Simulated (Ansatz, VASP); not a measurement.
**One calculation of CaO, two programs**

```
CELL_PARAMETERS angstrom
0.00000 2.39755 2.39755
2.39755 0.00000 2.39755
2.39755 2.39755 0.00000
ATOMIC_POSITIONS crystal
Ca 0.00000 0.00000 0.00000
O 0.50000 0.50000 0.50000
```

Alike in both runs: task single point; functional PBE-based screened hybrid; k mesh 4 × 4 × 4; no spin polarisation.

```csv
,VASP,Ansatz
version,VASP 6.6.1,Ansatz 0.2.0
potentials or method,"VASP PAW PBE potentials, release 64 (Ca_sv, O)",plane waves
plane-wave cutoff (eV),520,420
occupations,"gaussian, width 0.01 eV",fixed
valence electrons in the cell,16,16
```

```tsv
	VASP	Ansatz	Ansatz less VASP
gap on the k mesh at the Fermi level (eV)	7.06	7.07	+0.012
pressure (GPa)	-1.1	-2.0	-0.85
```

VASP's potentials were made for PBE, not for PBE-based screened hybrid. Ansatz's warnings: stress exchange threshold loose, stress scf threshold loose.

The k mesh is coarse, so the values compare programs but aren't converged.
